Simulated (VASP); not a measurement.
A run of VASP 6.6.1 is set up as follows.

The input INCAR:

```
PREC = Accurate ; ENCUT = 700
EDIFF = 1E-6 ; ISMEAR = 0
SIGMA = 0.1 ; LREAL = Auto
LASPH = True ; NELM = 120
ALGO = Normal ; ISIF = 2
LWAVE = False ; LCHARG = True
GGA = PE ; IVDW = 12
LELF = True ; LVHAR = True
NBANDS = 46 ; ISYM = -1
GGA_COMPAT = False
```

File KPOINTS:

```
explicit points
4
Reciprocal
  0.25000000   0.25000000   0.25000000 2
  0.25000000   0.25000000   0.75000000 2
  0.25000000   0.75000000   0.25000000 2
  0.25000000   0.75000000   0.75000000 2
```

File POSCAR:

```
BN
1.0
    2.5099983704     -4.3474447044      0.0000000000
   -5.0199967408      0.0000000000      0.0000000000
    0.0000000000      0.0000000000     -6.6900000000
B N
8 8
Direct
    0.5000000000      0.5000000000      0.5000000000
    0.0000000000      0.5000000000      0.5000000000
    0.5000000000      0.0000000000      0.5000000000
    0.0000000000      0.0000000000      0.5000000000
    0.1666666667      0.3333333333      0.0000000000
    0.6666666667      0.3333333333      0.0000000000
    0.1666666667      0.8333333333      0.0000000000
    0.6666666667      0.8333333333      0.0000000000
    0.5000000000      0.5000000000      0.0000000000
    0.0000000000      0.5000000000      0.0000000000
    0.5000000000      0.0000000000      0.0000000000
    0.0000000000      0.0000000000      0.0000000000
    0.3333333333      0.1666666667      0.5000000000
    0.8333333333      0.1666666667      0.5000000000
    0.3333333333      0.6666666667      0.5000000000
    0.8333333333      0.6666666667      0.5000000000
```

Potentials or basis: VASP PAW PBE potentials, release 64 (B, N).

Command:

```console
$ cat potpaw_PBE.64/B/POTCAR potpaw_PBE.64/N/POTCAR > POTCAR
$ mpirun -np 1 vasp_std > vasp.out
```

(1) Estimate the band gap on the k mesh.

(2) What does it give for the dispersion energy per atom?

(3) Estimate the largest force.

(4) What does it give for the pressure?

## Answers

(1) 4.68 eV.

(2) -0.139 eV.

(3) 0.078 eV/Å.

(4) -1.2 GPa.

Caveat: a shifted mesh leaves out Γ, where band edges can lie.
